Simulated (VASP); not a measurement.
B, 4 atoms in the cell. Symmetry: C2/m, No. 12, monoclinic system. Conventional cell: a = 5.601 Å, b = 2.909 Å, c = 3.246 Å, α = 90.00°, β = 92.33°, γ = 90.00°. Within 2.3 Å of B (site symmetry m) lie 7 B at 1.70 to 2.23 Å. Within 2.3 Å of B (site symmetry m) lie 7 B at 1.75 to 1.87 Å. 

- Program: VASP 6.6.1
- Task: single point
- Functional: PBE
- Potentials or basis: VASP PAW PBE potentials, release 64 (B)
- Cutoff: 500 eV
- k mesh: 8 × 8 × 6
- Occupations: gaussian, width 0.1 eV
- Spin: no spin polarisation
- Dipole correction: no
- Further INCAR settings: ALGO = Normal; EDIFF = 1e-06; NBANDS = 14

Potentials or basis: VASP PAW PBE potentials, release 64 (B).

The run is started by

```sh
$ cat potpaw_PBE.64/B/POTCAR > POTCAR
$ mpirun -np 1 vasp_std > vasp.out
```

Hardware: 1 thread of AMD EPYC 7R13 (shared host).

Problem. How long does it take, and how much memory?

Solution. Wall time 42 s on 1 thread of AMD EPYC 7R13, on a shared host, peak memory 0.12 GiB. Counts: scf iterations 12, k points 114.
